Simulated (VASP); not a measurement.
Runs of VASP 6.6.1 on GeMo (rocksalt type). The structure is that of space group Fm-3m (No. 225), or close to it. The cells are those of the table. 

```tsv
level	U	cell	gap on the mesh (eV)	pressure (GPa)
r2SCAN	-	a = 3.517 Å, angles 60.0°, 2 atoms	none	17.2
r2SCAN	-	a = 3.180 Å, angles 60.0°, 2 atoms	none	(c)
r2SCAN	-	a = 3.616 Å, angles 60.0°, 2 atoms	none	0.2
r2SCAN+U	Mo d U = 8.0 eV	a = 3.412 Å, angles 60.0°, 2 atoms	none	50.1
r2SCAN	-	a = 2.908 Å, angles 60.0°, 2 atoms	none	451.4
r2SCAN	-	a = 3.050 Å, angles 60.0°, 2 atoms	none	(b)
r2SCAN+U	Mo d U = 5.0 eV	a = 3.412 Å, angles 60.0°, 2 atoms	none	47.1
r2SCAN	-	a = 3.412 Å, angles 60.0°, 2 atoms	none	(a)
r2SCAN	-	a = 3.300 Å, angles 60.0°, 2 atoms	none	84.6
```

Alike in all rows: task single point; potentials or basis VASP PAW PBE potentials, release 64 (Mo_sv, Ge_d); no spin polarisation; k mesh 14 × 14 × 14; cutoff (eV) 520; smearing fermi-dirac 0.08 eV.

Fill in the values left out.

(a) 43.4; (b) 259.7; (c) 150.6.

Caveats: the PAW data sets were made with another functional, which shifts forces and pressure a little; the cell stands under pressure (at least some runs); U without spin polarisation on a metal has little footing (at least some runs); the U is typed as a test and isn't derived for this compound (at least some runs).

A k mesh can miss the band edges, and the runs leave out spin-orbit coupling on Ge, Mo.

A gap of «none» marks levels without a gap at the run's occupations.
